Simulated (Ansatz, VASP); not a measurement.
**TePb: VASP beside Ansatz**

Contents of INCAR:

```
ALGO = Normal ; EDIFF = 1E-6
EDIFFG = -0.001 ; ENCUT = 600
IBRION = 2 ; ISIF = 3
ISMEAR = 0 ; LASPH = T
LCHARG = F ; LREAL = F
LWAVE = F ; NELM = 80
NSW = 80 ; PREC = Accurate
SIGMA = 0.01
```

File KPOINTS:

```
k-points
0
Gamma
  10 10 10
```

POSCAR

```
TePb
1.0
    0.0000000000      3.2310000000      3.2310000000
    3.2310000000      0.0000000000      3.2310000000
    3.2310000000      3.2310000000      0.0000000000
Te Pb
1 1
Direct
    0.5000000000      0.5000000000      0.5000000000
    0.0000000000      0.0000000000      0.0000000000
```

Input for Ansatz:

```yaml
crystal:
  lattice:
    - [0.0, 3.231, 3.231]
    - [3.231, 0.0, 3.231]
    - [3.231, 3.231, 0.0]
  atoms:
    - { symbol: Te, position: [0.5, 0.5, 0.5] }
    - { symbol: Pb, position: [0.0, 0.0, 0.0] }
scf:
  occupations: { method: fixed }
output:
  forces: true
  stress: true
  eigenvalues: true
  write_density: true
  write_potential: true
  elf: true
  volumetric_format: npy
hamiltonian:
  xc: lda
relax:
  f_tol: 0.001
  max_steps: 60
  cell: { stress_tol: 0.03 }
kpoints:
  mp_grid: { grid: [10, 10, 10] }
```

Alike in both runs: task relaxation of cell and atoms; functional LDA; k mesh 10 × 10 × 10; no spin polarisation.

|  | VASP | Ansatz |
| --- | --- | --- |
| version | VASP 6.6.1 | Ansatz 0.2.0 |
| potentials or method | VASP PAW LDA potentials, release 64 (Te, Pb_d) | scalar-relativistic, plane waves, PAW |
| plane-wave cutoff (eV) | 600 | 420 |
| occupations | gaussian, width 0.01 eV | fixed |
| valence electrons in the cell | 20 | 30 |

|  | VASP | Ansatz | Ansatz less VASP |
| --- | --- | --- | --- |
| gap on the k mesh at the Fermi level, each at its own relaxed structure (eV) | 0.56 | 0.57 | +0.011 |
| relaxed volume (Å³/atom) | 32.54 | 32.46 | -0.073 |
| relaxed length of the cell vector where the two differ most in proportion (Å) | 4.515 | 4.511 | -0.0034 |

LDA's correlation is that of Perdew and Zunger in VASP and of Perdew and Wang (1992) in Ansatz. VASP's potentials hold 20 valence electrons a cell and Ansatz's 30, so a difference there can come from the potentials and not from the codes.

Neither program's run includes spin-orbit coupling.
